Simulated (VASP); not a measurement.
# Cu (Im-3m) in VASP: relaxation of cell and atoms with PBEsol

Aim: the relaxation of cell and atoms of Cu with PBEsol.

All numbers are computed with VASP 6.6.1; they aren't measurements. Logs are shortened: lines on timing, memory, paths and dates and some standing lists are left out, and cuts for length are marked.

### 1 The cell of the first run

The structure is cubic, space group Im-3m (No. 229). Conventional cell: a = 2.931 Å, b = 2.931 Å, c = 2.931 Å, α = 90.00°, β = 90.00°, γ = 90.00°. Within 3.3 Å of Cu (site symmetry m-3m) lie 14 Cu at 2.54 to 2.93 Å.

This isn't the form of Cu at room conditions, which is fcc.

### 2 Relaxation of cell and atoms, PBEsol

Input file INCAR:

```
ALGO = Normal
EDIFF = 1E-7
EDIFFG = -0.04
ENCUT = 820
GGA = PS
GGA_COMPAT = F
IBRION = 2
ISIF = 3
ISMEAR = 0
LASPH = T
LCHARG = F
LREAL = F
LWAVE = F
NELM = 120
NELMIN = 4
NSW = 90
PREC = Accurate
SIGMA = 0.1
```

Input file KPOINTS:

```
k-points
0
Gamma
  8 8 8
```

Input file POSCAR:

```
Cu
1.0
   -1.4655809719      1.4655809719      1.4655809719
    1.4655809719     -1.4655809719      1.4655809719
    1.4655809719      1.4655809719     -1.4655809719
Cu
1
Direct
    0.0000000000      0.0000000000      0.0000000000
```

Potentials or basis: VASP PAW PBE potentials, release 64 (Cu_sv_GW).

Run with:

```bash
cat potpaw_PBE.64/Cu_sv_GW/POTCAR > POTCAR
mpirun -np 1 vasp_std > vasp.out
```

OUTCAR:

```text
EDIFF = 1E-7
   EDIFFG = -0.04
   ENCUT = 820
   GGA = PS
   IBRION = 2
   ISIF = 3
   ISMEAR = 0
   LASPH = T
   LREAL = F
   NELM = 120
   NELMIN = 4
   NSW = 90
   PREC = Accurate

 ion  position               nearest neighbor table
   1  0.000  0.000  0.000-

  LATTYP: Found a body centered cubic cell.
 ALAT       =     2.9311619438

  Lattice vectors:

 A1 = (  -1.4655809719,   1.4655809719,   1.4655809719)
 A2 = (   1.4655809719,  -1.4655809719,   1.4655809719)
 A3 = (   1.4655809719,   1.4655809719,  -1.4655809719)

Analysis of symmetry for initial positions (statically):
=====================================================================
 Subroutine PRICEL returns:
 Original cell was already a primitive cell.

 Routine SETGRP: Setting up the symmetry group for a
 body centered cubic supercell.

 Subroutine GETGRP returns: Found 48 space group operations
 (whereof 48 operations were pure point group operations)
 out of a pool of 48 trial point group operations.

The static configuration has the point symmetry O_h .

Analysis of symmetry for dynamics (positions and initial velocities):
=====================================================================
 Subroutine PRICEL returns:
 Original cell was already a primitive cell.

 Routine SETGRP: Setting up the symmetry group for a
 body centered cubic supercell.

 Subroutine GETGRP returns: Found 48 space group operations
 (whereof 48 operations were pure point group operations)
 out of a pool of 48 trial point group operations.

The dynamic configuration has the point symmetry O_h .

 Subroutine INISYM returns: Found 48 space group operations
 (whereof 48 operations are pure point group operations),
 and found     1 'primitive' translations

----------------------------------------------------------------------------------------

                                     Primitive cell

  volume of cell :      12.5918

  direct lattice vectors                    reciprocal lattice vectors
    -1.465580972  1.465580972  1.465580972     0.000000000  0.341161635  0.341161635
     1.465580972 -1.465580972  1.465580972     0.341161635  0.000000000  0.341161635
     1.465580972  1.465580972 -1.465580972     0.341161635  0.341161635  0.000000000

  length of vectors
     2.538460706  2.538460706  2.538460706     0.482475411  0.482475411  0.482475411

  position of ions in fractional coordinates (direct lattice)
     0.000000000  0.000000000  0.000000000

  ion indices of the primitive-cell ions
   primitive index   ion index
                 1           1

[... 92 lines left out ...]
  volume/ion in A,a.u.               =      12.59        84.97
  Fermi-wavevector in a.u.,A,eV,Ry     =   1.877714  3.548366 47.971579  3.525812
  Thomas-Fermi vector in A             =   2.921922
   LORBIT       =      0    0 simple, 1 ext, 2 COOP (PROOUT), +10 PAW based schemes
   GGA     = PS    functional components
   LHFCALC =     F    Hartree Fock is set to
   AEXX    =    0.0000 exact exchange contribution
   IVDW    =     0    specifies the selected vdW correction
   LEPSILON=     F    determine dielectric tensor
   LRPA    =     F    only Hartree local field effects (RPA)
 conjugate gradient relaxation of ions
 non-spin polarized calculation
 Gauss-broadening in eV      SIGMA  =   0.10
  energy-cutoff  :      820.00
  volume of cell :       12.59
 maximum number of plane-waves:       691
   NGX = 11   NGY = 11   NGZ = 11

--------------------------------------- Ionic step        1  -------------------------------------------

 number of electron      19.0000001 magnetization

 Free energy of the ion-electron system (eV)
  ---------------------------------------------------
  ext. energy  EPLUGINS =         0.00000000
  ---------------------------------------------------
  free energy    TOTEN  =        -4.25736169 eV

  energy without entropy =       -4.25099333  energy(sigma->0) =       -4.25417751

------------------------ aborting loop because EDIFF is reached ----------------------------------------

  FORCE on cell =-STRESS in cart. coord.  units (eV):
  Direction    XX          YY          ZZ          XY          YZ          ZX
  --------------------------------------------------------------------------------------
  -------------------------------------------------------------------------------------
  Total       -1.1227631     -1.1227631     -1.1227631      0.0000000      0.0000000     -0.0000000
  in kB     -142.8595440   -142.8595440   -142.8595440      0.0000000      0.0000000     -0.0000000
  external PRESSURE =    -142.8595440 kB  Pullay stress =       0.0000000 kB
[... 57 lines left out ...]
--------------------------------------- Ionic step        3  -------------------------------------------

 number of electron      19.0000010 magnetization

 Free energy of the ion-electron system (eV)
  ---------------------------------------------------
  ext. energy  EPLUGINS =         0.00000000
  ---------------------------------------------------
  free energy    TOTEN  =        -4.31985532 eV

  energy without entropy =       -4.31276035  energy(sigma->0) =       -4.31630784

 E-fermi :   7.9794     XC(G=0): -13.8210

 val. band max:        7.9493948962   @ k =   0.3750   0.1250   0.0000
 cond. band min:       8.2436489192   @ k =   0.2500   0.2500   0.0000
 fundamental gap:      0.2942540230
 Fermi energy:         7.9794150588

 k-point     1 :       0.0000    0.0000    0.0000
  band No.  band energies     occupation
      1    -104.4699      2.00000
      2     -61.9172      2.00000
      3     -61.9172      2.00000
      4     -61.9172      2.00000
      5      -1.8432      2.00000
      6       4.6877      2.00000
      7       4.6877      2.00000
      8       4.6877      2.00000
      9       5.7843      2.00000
     10       5.7843      2.00000
     11      33.3624      0.00000
     12      33.3624      0.00000
     13      33.3624      0.00000
[... 354 lines left out ...]
  band No.  band energies     occupation
      1    -104.4457      2.00000
      2     -62.0166      2.00000
      3     -61.9833      2.00000
      4     -61.9680      2.00000
      5       3.2480      2.00000
      6       3.9264      2.00000
      7       5.0213      2.00000
      8       5.3498      2.00000
      9       6.1332      2.00000
     10       8.3577      0.00000
     11      17.5196      0.00000
     12      20.5595      0.00000
     13      23.8033      0.00000

 [... further k-points ...]
[... 5 lines left out ...]
  --------------------------------------------------------------------------------------
  -------------------------------------------------------------------------------------
  Total       -0.0089653     -0.0089653     -0.0089653      0.0000000      0.0000000      0.0000000
  in kB       -1.2671993     -1.2671993     -1.2671993      0.0000000      0.0000000      0.0000000
  external PRESSURE =      -1.2671993 kB  Pullay stress =       0.0000000 kB
[... 16 lines left out ...]
  FREE ENERGIE OF THE ION-ELECTRON SYSTEM (eV)
  ---------------------------------------------------
  free  energy   TOTEN  =        -4.3198553190 eV

  energy  without entropy=       -4.3127603543  energy(sigma->0) =       -4.31630784

 reached required accuracy - stopping structural energy minimisation
```

CONTCAR:

```text
Cu
   1.00000000000000
    -1.4151115025140886    1.4151115025140886    1.4151115025140886
     1.4151115025140886   -1.4151115025140886    1.4151115025140886
     1.4151115025140886    1.4151115025140886   -1.4151115025140886
  Cu
     1
Direct
     0.0000000000000000    0.0000000000000000    0.0000000000000000

  0.00000000E+00  0.00000000E+00  0.00000000E+00
```

It took 31 s on 1 thread of Intel Xeon Platinum 8259CL at 2.50GHz (Skylake/Cascade Lake), shared host; peak memory 0.16 GiB.

What came out:

```yaml
Free_energy: -4.3199 eV
Relaxed_volume: 11.34 Å³/atom
Relaxed_cell: a = 2.451 Å, b = 2.451 Å, c = 2.451 Å, α = 109.47°, β = 109.47°, γ = 109.47°
Space_group_after_relaxing_to_0.1_Å: Im-3m (No. 229)
Energy_gained_by_relaxing: 62.5 meV/atom
Ionic_steps: 3
Pressure_after_relaxing: -0.1 GPa
Band_gap_on_the_k_mesh: zero (an odd number of electrons rules out a gap without spin polarisation)
```

Step by step:
```
step  energy change (eV)  largest force (eV/Å)  pressure (GPa)  volume (Å³)
   1              0.0000                0.0000          -14.29        12.59
   2             -0.0379                0.0000           11.91        10.65
   3             -0.0625                0.0000           -0.13        11.34
```

Final structure:
```
CELL_PARAMETERS angstrom
-1.41511 1.41511 1.41511
1.41511 -1.41511 1.41511
1.41511 1.41511 -1.41511
ATOMIC_POSITIONS crystal
Cu 0.00000 0.00000 0.00000
```

Caveat: the k points lie up to 0.39 Å⁻¹ apart in the final cell, too coarse for converged energies and pressures of a metal; the PAW data sets were made with another functional, which shifts forces and pressure a little.

The gap in the log of VASP goes by the Fermi energy; the results here count the filled bands.